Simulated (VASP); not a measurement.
Here is a VASP 6.6.1 calculation.

Contents of POSCAR:

```
BP
1.0
    0.0000000000      2.2683154741      2.2683154741
    2.2683154741      0.0000000000      2.2683154741
    2.2683154741      2.2683154741      0.0000000000
B P
1 1
Direct
    0.0000000000      0.0000000000      0.0000000000
    0.2500000000      0.2500000000      0.2500000000
```

File INCAR.step1:

```
SYSTEM = BP
PREC = Accurate ; ENCUT = 1000
EDIFF = 1E-5 ; ISMEAR = 0
SIGMA = 0.01 ; LREAL = .FALSE.
LASPH = .TRUE. ; NELM = 120
ALGO = Normal ; ISIF = 2
LWAVE = .TRUE. ; NBANDS = 11
GGA = PE ; GGA_COMPAT = .FALSE.
```

The input INCAR.step2:

```
SYSTEM = BP
PREC = Accurate ; ENCUT = 1000
EDIFF = 1E-6 ; ISMEAR = 0
SIGMA = 0.01 ; LREAL = .FALSE.
LASPH = .TRUE. ; NELM = 120
ALGO = Normal ; ISIF = 2
LWAVE = .FALSE. ; LCHARG = .TRUE.
GGA = PE ; LHFCALC = .TRUE.
AEXX = 1.0 ; ALDAC = 0.0
AGGAC = 0.0 ; PRECFOCK = Normal
LELF = .TRUE. ; LVHAR = .TRUE.
NBANDS = 11 ; ISTART = 1
GGA_COMPAT = .FALSE.
```

File KPOINTS:

```
regular mesh
0
G
  6 6 6
  0 0 0
```

Potentials or basis: VASP PAW PBE potentials, release 64 (B_h, P).

The run is started by

```bash
$ cat potpaw_PBE.64/B_h/POTCAR potpaw_PBE.64/P/POTCAR > POTCAR
$ cp INCAR.step1 INCAR
$ mpirun -np 1 vasp_std > vasp.out
$ cp INCAR.step2 INCAR
$ mpirun -np 1 vasp_std > vasp.out
```

Problem. What does it give for the pressure?

Solution. 3.8 GPa.

Problem. Estimate the band gap on the k mesh.

Solution. 8.09 eV (least direct gap 10.85 eV).

Caveat: the cell stands under pressure; the PAW data sets were made with another functional, which shifts forces and pressure a little. A k mesh can miss the band edges.
